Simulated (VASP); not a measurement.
# Sn32HO31 (a cell with a defect) in VASP: notebook

The runs below take Sn32HO31 (a cell with a defect) through single point, with PBE.

Program: VASP 6.6.1. These are calculated values, not measurements. Logs are shortened: lines on timing, memory, paths and dates and some standing lists are left out, and cuts for length are marked.

## 1. The cell of the first run

The cell holds a defect, 64 atoms: a = 10.948 Å, b = 10.951 Å, c = 11.596 Å, α = 118.18°, β = 90.00°, γ = 90.00°.

## 2. Single point, PBE, collinear spin, zero start

The input, INCAR:

```
ALGO = Normal ; EDIFF = 1E-6
ENCUT = 520 ; GGA = PE
ISIF = 2 ; ISMEAR = 0
ISPIN = 2 ; LASPH = T
LCHARG = T ; LELF = T
LORBIT = 11 ; LREAL = Auto
LUSENCCL = F ; LVHAR = T
LWAVE = F ; MAGMOM = 0 0 0 0 0 0 0 0 0 0 0 0 0 0 0 0 0 0 0 0 0 0 0 0 0 0 0 0 0 0 0 0 0 0 0 0 0 0 0 0 0 0 0 0 0 0 0 0 0 0 0 0 0 0 0 0 0 0 0 0 0 0 0 0
NBANDS = 360 ; NELM = 150
PREC = Accurate ; SIGMA = 0.05
```

The input, KPOINTS:

```
k-points
0
Gamma
  1 1 1
```

The input, POSCAR:

```
Sn32HO31
1.0
  -10.9476480000      0.0000000000      0.0000000000
    0.0000000000    -10.9511840000      0.0000000000
    0.0000000000      5.4755920000     10.2219600000
Sn H O
32 1 31
Direct
   -0.0017535834      0.3058035022      0.8655496089
    0.0018218159      0.8061058515      0.8609074956
    0.7483496179      0.0541289827      0.8611886059
    0.7521726149      0.5588519591      0.8657713288
    0.5026243034      0.8075311142      0.8620314128
    0.4975291955      0.3073548087      0.8647198688
    0.2524885506      0.5581753537      0.8647457683
    0.2471990841      0.0554056466      0.8615271008
    0.0045829957      0.1957417456      0.1343375931
    0.0011526892      0.6917024337      0.1365335721
    0.7470035343      0.9369260740      0.1344041799
    0.7479428068      0.4432088578      0.1370395019
    0.4979475548      0.6916613247      0.1342637240
    0.5007270946      0.1957373100      0.1369027532
    0.2508238194      0.4442299379      0.1341440293
    0.2513632141      0.9423764192      0.1363888524
    0.0049583566      0.0525937790      0.3653661784
    0.0011115138      0.5562340878      0.3642433874
    0.7481093317      0.8058678567      0.3640183966
    0.7446318976      0.3143984505      0.3679645918
    0.4968132341      0.5618446621      0.3667456747
    0.5007503594      0.0564899960      0.3642567824
    0.2511076366      0.3088781094      0.3638505375
    0.2512959607      0.8069142289      0.3663693730
    0.0021867123      0.4425835750      0.6382745090
   -0.0018280633      0.9428119231      0.6335176670
    0.7480976735      0.1948254892      0.6383732589
    0.7514905784      0.6901511513      0.6340833070
    0.4979192049      0.9434619311      0.6343966235
    0.5032429275      0.4439921940      0.6377646970
    0.2521916882      0.6917911956      0.6343790210
    0.2470291626      0.1946357718      0.6371687516
    0.8794555198      0.1163772472      0.2428243027
    0.8741339949      0.6228040534      0.2505063558
    0.6248628468      0.8738315219      0.2466097599
    0.6245332832      0.3802621665      0.2585053026
    0.3740027495      0.6262077162      0.2498041165
    0.3774118365      0.1262258430      0.2500622301
    0.1246606040      0.3731684980      0.2462047246
    0.1251490805      0.8765070028      0.2540686530
    0.8724210005      0.1238828406      0.7494264504
    0.8777012371      0.6239282585      0.7492790264
    0.6252318933      0.8709543177      0.7436662797
    0.6252970767      0.3788647622      0.7547584455
    0.3804889385      0.6255470752      0.7495242048
    0.3695460108      0.1256965055      0.7493764935
    0.1250804181      0.3763381793      0.7554868930
    0.1245882853      0.8732046053      0.7442513181
    0.8751870931      0.3757925922      0.7530142343
    0.8749005889      0.8719124112      0.7454109629
    0.6210201296      0.1255593169      0.7506217149
    0.6289406492      0.6258653025      0.7509869759
    0.3749519591      0.8758420903      0.7500341778
    0.3751433991      0.3746046849      0.7473750543
    0.1291197969      0.6246180162      0.7495732109
    0.1211396666      0.1244425405      0.7491686012
    0.8748666074      0.8766106264      0.2506939918
    0.8744352509      0.3686286584      0.2504811427
    0.6231336569      0.6253707169      0.2497932808
    0.6324414346      0.1262428861      0.2503177179
    0.3749465811      0.3773016151      0.2498232886
    0.3749487009      0.8758108125      0.2513555056
    0.1229238121      0.1253200033      0.2508045942
    0.1250402667      0.6255989676      0.2514511140
```

Potentials or basis: VASP PAW PBE potentials, release 64 (Sn_d, H, O).

Started as:

```console
> cat potpaw_PBE.64/Sn_d/POTCAR potpaw_PBE.64/H/POTCAR potpaw_PBE.64/O/POTCAR > POTCAR
> mpirun -np 1 vasp_gam > vasp.out
```

OUTCAR:

```text
EDIFF = 1E-6
   ENCUT = 520
   GGA = PE
   ISIF = 2
   ISMEAR = 0
   ISPIN = 2
   LASPH = T
   LORBIT = 11
   LREAL = Auto
   NELM = 150
   PREC = Accurate

 ion  position               nearest neighbor table
   1  0.998  0.306  0.866-  56 2.25  49 2.25  47 2.25  41 2.27  32 3.59  27 3.59  25 3.59  26 3.60

   2  0.002  0.806  0.861-  42 2.25  48 2.26  55 2.27  50 2.27  25 3.58  31 3.59  28 3.59  26 3.59

   3  0.748  0.054  0.861-  41 2.25  43 2.26  51 2.27  50 2.27  27 3.58  29 3.59  26 3.59  28 3.59
[... 29 lines left out ...]
  18  0.001  0.556  0.364-  64 2.25  34 2.26  39 2.27  58 2.31   9 3.57  10 3.59  15 3.61  12 3.62

  19  0.748  0.806  0.364-  59 2.25  34 2.27  35 2.28  57 2.28  11 3.57  12 3.58  13 3.61  10 3.62

  20  0.745  0.314  0.368-  36 2.17  60 2.23  58 2.23  14 3.57  12 3.57   9 3.72  11 3.72
  21  0.497  0.562  0.367-  37 2.25  61 2.26  59 2.26  36 2.26  15 3.59  13 3.59  12 3.62  14 3.62

  22  0.501  0.056  0.364-  62 2.25  38 2.26  35 2.27  60 2.32  11 3.58  16 3.59  13 3.61  14 3.62

  23  0.251  0.309  0.364-  61 2.25  38 2.27  39 2.28  63 2.29   9 3.58  14 3.58  15 3.61  16 3.62
[... 15 lines left out ...]
  31  0.252  0.692  0.634-  55 2.25  53 2.26  48 2.27  45 2.28   2 3.59   8 3.59   5 3.60   7 3.60

  32  0.247  0.195  0.637-  46 2.23  47 2.25  54 2.26  56 2.26   8 3.58   1 3.59   7 3.59   6 3.60

  33  0.879  0.116  0.243-  11 2.28   9 2.29  17 2.31
  34  0.874  0.623  0.251-  12 2.25  18 2.26  19 2.27  10 2.28
  35  0.625  0.874  0.247-  11 2.19  22 2.27  13 2.27  19 2.28
  36  0.625  0.380  0.259-  20 2.17  21 2.26  12 2.28  14 2.28
  37  0.374  0.626  0.250-  24 2.24  21 2.25  13 2.25  15 2.25
  38  0.377  0.126  0.250-  14 2.25  22 2.26  23 2.27  16 2.28
  39  0.125  0.373  0.246-   9 2.19  18 2.27  15 2.27  23 2.28
[... 23 lines left out ...]
  63  0.123  0.125  0.251-  17 2.25   9 2.25  23 2.29  16 2.29
  64  0.125  0.626  0.251-  10 2.25  18 2.25  24 2.26  15 2.27

  LATTYP: Found a base centered orthorhombic cell.
 ALAT       =    10.9511840000
 B/A-ratio  =     1.8668228020
 C/A-ratio  =     0.9996771125

  Lattice vectors:

 A1 = (   0.0000000000,  -5.4755920000, -10.2219600000)
 A2 = (   0.0000000000,  -5.4755920000,  10.2219600000)
 A3 = ( -10.9476480000,   0.0000000000,   0.0000000000)

Analysis of symmetry for initial positions (statically):
=====================================================================
 Subroutine PRICEL returns:
 Original cell was already a primitive cell.

 Routine SETGRP: Setting up the symmetry group for a
 base centered orthorhombic supercell.

 Subroutine GETGRP returns: Found  1 space group operations
 (whereof  1 operations were pure point group operations)
 out of a pool of  8 trial point group operations.

The static configuration has the point symmetry C_1 .

Analysis of symmetry for dynamics (positions and initial velocities):
=====================================================================
 Subroutine PRICEL returns:
 Original cell was already a primitive cell.

 Routine SETGRP: Setting up the symmetry group for a
 base centered orthorhombic supercell.

 Subroutine GETGRP returns: Found  1 space group operations
 (whereof  1 operations were pure point group operations)
 out of a pool of  8 trial point group operations.

The dynamic configuration has the point symmetry C_1 .

Analysis of structural, dynamic, and magnetic symmetry:
=====================================================================
 Subroutine PRICEL returns:
 Original cell was already a primitive cell.

 Routine SETGRP: Setting up the symmetry group for a
 base centered orthorhombic supercell.

 Subroutine GETGRP returns: Found  1 space group operations
 (whereof  1 operations were pure point group operations)
 out of a pool of  8 trial point group operations.

The overall configuration has the point symmetry C_1 .

 Subroutine INISYM returns: Found  1 space group operations
 (whereof  1 operations are pure point group operations),
 and found     1 'primitive' translations

[... 192 lines left out ...]
   ENCUT  =  520.0 eV  38.22 Ry    6.18 a.u.  20.36 20.36 21.56*2*pi/ulx,y,z
   NELM   =    150;   NELMIN=  2; NELMDL= -5     # of ELM steps
   EDIFF  = 0.1E-05   stopping-criterion for ELM
   LREAL  =      T    real-space projection
   EDIFFG = 0.1E-04   stopping-criterion for IOM
   NSW    =      0    number of steps for IOM
   IBRION =     -1    ionic relax: 0-MD 1-quasi-New 2-CG
   NFREE  =      0    steps in history (QN), initial steepest desc. (CG)
   ISIF   =      2    stress and relaxation
   ISYM   =      2    0-nonsym 1-usesym 2-fastsym
   POTIM  = 0.5000    time-step for ionic-motion
   TEBEG  =    0.0;   TEEND  =   0.0 temperature during run
   PSTRESS=    0.0 pullay stress
   NELECT =     635.0000    total number of electrons
   NUPDOWN=      -1.0000    fix difference up-down
   EMIN   =  10.00;   EMAX   =-10.00  energy-range for DOS
   EFERMI =   0.00;   METHOD = LEGACY
[... 7 lines left out ...]
  Fermi-wavevector in a.u.,A,eV,Ry     =   1.314904  2.484808 23.524099  1.728973
  Thomas-Fermi vector in A             =   2.445124
   LORBIT       =     11    0 simple, 1 ext, 2 COOP (PROOUT), +10 PAW based schemes
   GGA     = PE    functional components
   LHFCALC =     F    Hartree Fock is set to
   AEXX    =    0.0000 exact exchange contribution
   IVDW    =     0    specifies the selected vdW correction
   LEPSILON=     F    determine dielectric tensor
   LRPA    =     F    only Hartree local field effects (RPA)
 spin polarized calculation
 Gauss-broadening in eV      SIGMA  =   0.05
  energy-cutoff  :      520.00
  volume of cell :     1225.51
 maximum number of plane-waves:     16526
 NGX is ok and might be reduce to    84
   NGX = 41   NGY = 41   NGZ = 43

 number of electron     635.0000061 magnetization      -0.0002224

 number of electron     635.0000061 magnetization       0.0022867

 Free energy of the ion-electron system (eV)
  ---------------------------------------------------
  ext. energy  EPLUGINS =         0.00000000
  ---------------------------------------------------
  free energy    TOTEN  =      -357.64435794 eV

  energy without entropy =     -357.61573154  energy(sigma->0) =     -357.63004474

 E-fermi :   6.5226     XC(G=0):  -9.7494

 val. band max:        6.5225571427   @ k =   0.0000   0.0000   0.0000
 cond. band min:       6.5228927231   @ k =   0.0000   0.0000   0.0000
 fundamental gap:      0.0003355804
 Fermi energy:         6.5225610311

 spin component 1

 k-point     1 :       0.0000    0.0000    0.0000
  band No.  band energies     occupation
      1     -15.7784      1.00000
      2     -15.7597      1.00000
      3     -15.7541      1.00000
      4     -15.7429      1.00000
      5     -15.7049      1.00000
      6     -15.6972      1.00000
[... 321 lines left out ...]
    328       8.3458      0.00000
    329       8.3536      0.00000
 Fermi energy:         6.5225610311

 spin component 2

 k-point     1 :       0.0000    0.0000    0.0000
  band No.  band energies     occupation
      1     -15.7784      1.00000
      2     -15.7597      1.00000
      3     -15.7540      1.00000
      4     -15.7429      1.00000
      5     -15.7049      1.00000
      6     -15.6972      1.00000
[... 321 lines left out ...]
    328       8.3459      0.00000
    329       8.3537      0.00000
 [bands above 329 left out]

------------------------ aborting loop because EDIFF is reached ----------------------------------------

  FORCE on cell =-STRESS in cart. coord.  units (eV):
  Direction    XX          YY          ZZ          XY          YZ          ZX
  --------------------------------------------------------------------------------------
  -------------------------------------------------------------------------------------
  Total        2.3812169     -1.8330501     -3.2463379     -0.1376308     -0.0082141      0.0339544
  in kB        3.1131028     -2.3964525     -4.2441256     -0.1799327     -0.0107387      0.0443905
  external PRESSURE =      -1.1758251 kB  Pullay stress =       0.0000000 kB

 VOLUME and BASIS-vectors are now :
 -----------------------------------------------------------------------------
  energy-cutoff  :      520.00
  volume of cell :     1225.51
      direct lattice vectors                 reciprocal lattice vectors
   -10.947648000  0.000000000  0.000000000    -0.091343821  0.000000000  0.000000000
     0.000000000-10.951184000  0.000000000     0.000000000 -0.091314327  0.048914298
     0.000000000  5.475592000 10.221960000     0.000000000  0.000000000  0.097828596

 POSITION                                       TOTAL-FORCE (eV/Angst)
 -----------------------------------------------------------------------------------
    -10.92845      1.39049      8.84761        -0.007246      0.002335      0.071490
     -0.01994     -4.11384      8.80016        -0.014900     -0.011668      0.055359
     -8.19267      4.12274      8.80304         0.012612     -0.003956      0.050153
     -8.23452     -1.37948      8.84988         0.019116     -0.010448      0.068952
     -5.50255     -4.12329      8.81165        -0.008152      0.000177      0.052052
     -5.44677      1.36895      8.83913         0.005887     -0.008935      0.075039
[... 56 lines left out ...]
     -1.34573      0.00090      2.56371         0.002025     -0.004770     -0.011323
     -1.36890     -5.47421      2.57032         0.004182      0.013074     -0.010658
 -----------------------------------------------------------------------------------
    total drift:                               -0.015240     -0.008038     -0.018755

  FREE ENERGIE OF THE ION-ELECTRON SYSTEM (eV)
  ---------------------------------------------------
  free  energy   TOTEN  =      -357.6443579415 eV

  energy  without entropy=     -357.6157315415  energy(sigma->0) =     -357.63004474

 total charge

# of ion       s       p       d       tot
------------------------------------------
    1        1.259   0.762  10.060  12.081
    2        1.275   0.749  10.055  12.079
    3        1.276   0.748  10.055  12.079
    4        1.259   0.762  10.060  12.081
    5        1.257   0.765  10.060  12.081
    6        1.273   0.745  10.055  12.074
[... 56 lines left out ...]
   63        1.579   3.400   0.000   4.978
   64        1.577   3.417   0.000   4.993
--------------------------------------------------
tot         90.133 129.837 321.763 541.734

 magnetization (x)

# of ion       s       p       d       tot
------------------------------------------
    1       -0.000   0.000   0.000   0.000
    2       -0.000   0.000   0.000   0.000
    3       -0.000   0.000   0.000   0.000
    4       -0.000   0.000   0.000   0.000
    5       -0.000   0.000   0.000   0.000
    6       -0.000   0.000   0.000   0.000
[... 56 lines left out ...]
   63        0.000  -0.000   0.000   0.000
   64        0.000  -0.000   0.000   0.000
--------------------------------------------------
tot          0.000   0.001   0.000   0.001
```

Wall time 7.6 min (1 × NVIDIA H100 80GB with 1 thread of AMD EPYC 7R13 (Zen 3), shared host); peak memory 2.2 GiB.

Results:

* Free energy: -357.6444 eV
* Pressure: -0.1 GPa
* Largest force: 0.116 eV/Å
* Net moment: 0.00 μB per cell
* Valence electrons inside the program's atomic spheres: Sn 12.08, 12.07, 12.09 (each value once); H 0.51; O 4.98, 5.00, 4.99 (each value once)

Forces on the atoms (eV/Å):
```
Sn  -0.007  0.002  0.071
Sn  -0.015 -0.012  0.055
Sn   0.013 -0.004  0.050
Sn   0.019 -0.010  0.069
Sn  -0.008  0.000  0.052
Sn   0.006 -0.009  0.075
Sn  -0.002 -0.008  0.064
Sn   0.005 -0.012  0.057
Sn   0.011  0.043 -0.061
Sn  -0.008  0.019 -0.059
Sn  -0.023 -0.048 -0.057
Sn   0.028  0.008 -0.046
Sn  -0.007  0.018 -0.064
Sn   0.007 -0.020 -0.070
Sn  -0.005 -0.005 -0.068
Sn  -0.014  0.024 -0.063
Sn   0.047 -0.051  0.055
Sn  -0.005 -0.027  0.112
Sn  -0.001  0.008  0.110
Sn  -0.045  0.021  0.073
Sn  -0.028  0.014  0.080
Sn   0.010 -0.001  0.105
Sn  -0.017 -0.004  0.106
Sn   0.006 -0.010  0.099
Sn  -0.012 -0.001 -0.089
Sn  -0.008  0.007 -0.086
Sn   0.011  0.012 -0.085
Sn   0.006  0.000 -0.101
Sn   0.007  0.000 -0.098
Sn   0.007  0.020 -0.086
Sn   0.005  0.009 -0.104
Sn  -0.008 -0.003 -0.090
H    0.003 -0.013  0.018
O   -0.006 -0.001 -0.032
O    0.000 -0.003 -0.029
O    0.016 -0.011 -0.013
O    0.003 -0.005 -0.038
O    0.003  0.000 -0.031
O   -0.001 -0.002 -0.037
O    0.004 -0.012 -0.019
O    0.008  0.001  0.019
O   -0.013  0.010  0.021
O   -0.002 -0.003  0.010
O   -0.020  0.004  0.024
O    0.000 -0.013  0.024
O    0.004  0.006  0.018
O    0.020 -0.001  0.032
O    0.005  0.004  0.014
O    0.001  0.007  0.008
O   -0.005  0.003  0.020
O   -0.007  0.003  0.020
O   -0.011  0.004  0.028
O    0.000 -0.006  0.026
O    0.003  0.001  0.001
O    0.009  0.000  0.016
O    0.012 -0.001  0.015
O   -0.005  0.030 -0.010
O   -0.005 -0.005 -0.014
O    0.005 -0.008 -0.027
O    0.001  0.029 -0.024
O    0.012 -0.001 -0.018
O   -0.010 -0.005 -0.007
O    0.002 -0.005 -0.011
O    0.004  0.013 -0.011
```

Stress tensor (GPa, compression positive):
```
 0.31 -0.02  0.00
-0.02 -0.24  0.00
 0.00  0.00 -0.42
```

Levels at points of the mesh, in eV from the Fermi level:
Spin up:
```
           k point  band 314  band 315  band 316  band 317  band 318  band 319  band 320  band 321
(0.00, 0.00, 0.00)     -1.53     -1.21     -1.19     -0.65      0.00      0.10      0.92      1.10
```
Spin down:
| k point | band 313 | band 314 | band 315 | band 316 | band 317 | band 318 | band 319 | band 320 | band 321 | band 322 |
| --- | --- | --- | --- | --- | --- | --- | --- | --- | --- | --- |
| (0.00, 0.00, 0.00) | -1.53 | -1.53 | -1.21 | -1.19 | -0.65 | 0.00 | 0.10 | 0.92 | 1.10 | 1.28 |

Caveat: the k points lie up to 0.65 Å⁻¹ apart; no moment was typed at the start, so none could form; spin-orbit coupling is left out, which moves the levels of the heavy elements.

## 3. Single point, PBE, collinear spin

The input, INCAR:

```
SYSTEM = Sn32HO31
PREC = Accurate
ENCUT = 520
EDIFF = 1E-7
ISMEAR = 0
SIGMA = 0.05
LREAL = Auto
LASPH = .True.
NELM = 150
ALGO = Normal
ISIF = 2
LWAVE = .False.
LCHARG = .False.
ISPIN = 2
MAGMOM = 0 0 0 0 0 0 0 0 0.5 0 0.5 0 0 0 0 0 0.5 0 0 0.5 0 0 0 0 0 0 0 0 0 0 0 0 0.5 0 0 0 0 0 0 0 0 0 0 0 0 0 0 0 0 0 0 0 0 0 0 0 0 0 0 0 0 0 0 0
LORBIT = 11
GGA = PE
NBANDS = 360
LUSENCCL = .False.
```

The input, KPOINTS:

```
Automatic mesh
0
Gamma
  1 1 1
  0 0 0
```

POSCAR is that of step 2.

Potentials or basis: VASP PAW PBE potentials, release 64 (Sn_d, H, O).

Started as:

```console
> cat potpaw_PBE.64/Sn_d/POTCAR potpaw_PBE.64/H/POTCAR potpaw_PBE.64/O/POTCAR > POTCAR
> mpirun -np 1 vasp_gam > vasp.out
```

Run time: 6.8 min. Hardware: 1 × NVIDIA H100 80GB with 1 thread of AMD EPYC 7R13 (Zen 3), shared host; peak memory 2.2 GiB.

Results (log left out):

```yaml
Free_energy: -357.6501 eV
Pressure: -0.1 GPa
Largest_force: 0.116 eV/Å
Net_moment: 0.91 μB per cell
Valence_electrons_inside_the_program's_atomic_spheres: Sn 12.08, 12.07, 12.09 (each value once); H 0.51; O 4.98, 5.00, 4.99 (each value once)
```

Forces on the atoms (eV/Å):
```
Sn  -0.007  0.002  0.072
Sn  -0.015 -0.011  0.056
Sn   0.012 -0.004  0.050
Sn   0.019 -0.010  0.069
Sn  -0.008  0.000  0.052
Sn   0.006 -0.009  0.075
Sn  -0.002 -0.008  0.064
Sn   0.004 -0.012  0.057
Sn   0.011  0.043 -0.061
Sn  -0.008  0.019 -0.060
Sn  -0.023 -0.048 -0.057
Sn   0.028  0.008 -0.047
Sn  -0.007  0.018 -0.065
Sn   0.007 -0.020 -0.070
Sn  -0.005 -0.005 -0.069
Sn  -0.014  0.024 -0.063
Sn   0.048 -0.051  0.055
Sn  -0.004 -0.027  0.113
Sn  -0.001  0.008  0.111
Sn  -0.045  0.021  0.073
Sn  -0.029  0.014  0.081
Sn   0.010 -0.001  0.105
Sn  -0.017 -0.004  0.106
Sn   0.006 -0.010  0.099
Sn  -0.012 -0.001 -0.089
Sn  -0.009  0.007 -0.087
Sn   0.011  0.012 -0.085
Sn   0.006  0.000 -0.101
Sn   0.007  0.000 -0.098
Sn   0.007  0.020 -0.087
Sn   0.005  0.009 -0.104
Sn  -0.008 -0.003 -0.090
H    0.003 -0.013  0.018
O   -0.006 -0.001 -0.032
O    0.000 -0.003 -0.029
O    0.016 -0.011 -0.013
O    0.003 -0.005 -0.038
O    0.003  0.000 -0.031
O   -0.001 -0.001 -0.037
O    0.004 -0.013 -0.019
O    0.008  0.001  0.019
O   -0.013  0.009  0.021
O   -0.002 -0.003  0.010
O   -0.020  0.004  0.024
O    0.000 -0.013  0.024
O    0.004  0.006  0.018
O    0.020 -0.001  0.032
O    0.005  0.004  0.014
O    0.001  0.007  0.008
O   -0.005  0.003  0.020
O   -0.007  0.003  0.020
O   -0.011  0.004  0.028
O    0.000 -0.006  0.026
O    0.003  0.001  0.001
O    0.009  0.000  0.016
O    0.011 -0.001  0.015
O   -0.005  0.030 -0.010
O   -0.005 -0.005 -0.014
O    0.005 -0.008 -0.027
O    0.001  0.029 -0.024
O    0.012 -0.001 -0.018
O   -0.010 -0.005 -0.006
O    0.002 -0.005 -0.011
O    0.004  0.013 -0.011
```

Stress tensor (GPa, compression positive):
```
 0.31 -0.02  0.00
-0.02 -0.24  0.00
 0.00  0.00 -0.42
```

Levels at points of the mesh, in eV from the Fermi level:
Spin up:
```csv
k point,band 314,band 315,band 316,band 317,band 318,band 319,band 320,band 321,band 322,band 323
"(0.00, 0.00, 0.00)",-1.53,-1.21,-1.20,-0.65,-0.06,0.10,0.91,1.08,1.27,1.28
```
Spin down:
```tsv
k point	band 313	band 314	band 315	band 316	band 317	band 318	band 319	band 320	band 321	band 322
(0.00, 0.00, 0.00)	-1.52	-1.52	-1.20	-1.18	-0.65	0.06	0.10	0.92	1.11	1.28
```

Caveat: the k points lie up to 0.65 Å⁻¹ apart; spin-orbit coupling is left out, which moves the levels of the heavy elements.
